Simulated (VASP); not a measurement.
C:

```
C
1.0
     1.22803    0.70900    3.34701
    -1.22803    0.70900    3.34701
     0.00000   -1.41800    3.34701
C
2
Cartesian
  0.0000 0.0000 8.3943
  0.0000 0.0000 1.6467
```

```yaml
Program: VASP 6.6.1
Task: relaxation of volume and atoms at fixed shape
Functional: LDA
Potentials_or_basis: VASP PAW LDA potentials, release 64 (C)
Cutoff: 600 eV
k_mesh: 8 × 8 × 8
Occupations: methfessel-paxton, width 0.05 eV
Spin: no spin polarisation
```

At the start: pressure -3.8 GPa; volume 8.74 Å³/atom.

Where does the relaxation end?

Over 6 steps the energy falls by 13.2 meV/atom and the volume is 8.63 Å³/atom (-1.3 %); space group R-3m (No. 166, to 0.1 Å) before and after.

Step by step:
```csv
step,energy change (eV),largest force (eV/Å),pressure (GPa),volume (Å³)
1,0.0000,0.9085,-3.79,17.48
2,-0.0113,0.5963,5.10,16.97
3,-0.0260,0.0532,1.28,17.19
4,-0.0260,0.0361,1.35,17.18
5,-0.0261,0.0612,-1.15,17.33
6,-0.0264,0.0138,0.06,17.26
```

Final structure:
```cif
data_structure
_symmetry_space_group_name_H-M 'P 1'
_symmetry_Int_Tables_number 1
_cell_length_a 3.6193
_cell_length_b 3.6193
_cell_length_c 3.6193
_cell_angle_alpha 39.490
_cell_angle_beta 39.490
_cell_angle_gamma 39.490
_cell_volume 17.26
loop_
_atom_site_label
_atom_site_type_symbol
_atom_site_fract_x
_atom_site_fract_y
_atom_site_fract_z
_atom_site_occupancy
C1 C 0.83334 0.83334 0.83334 1
C2 C 0.16666 0.16666 0.16666 1
```
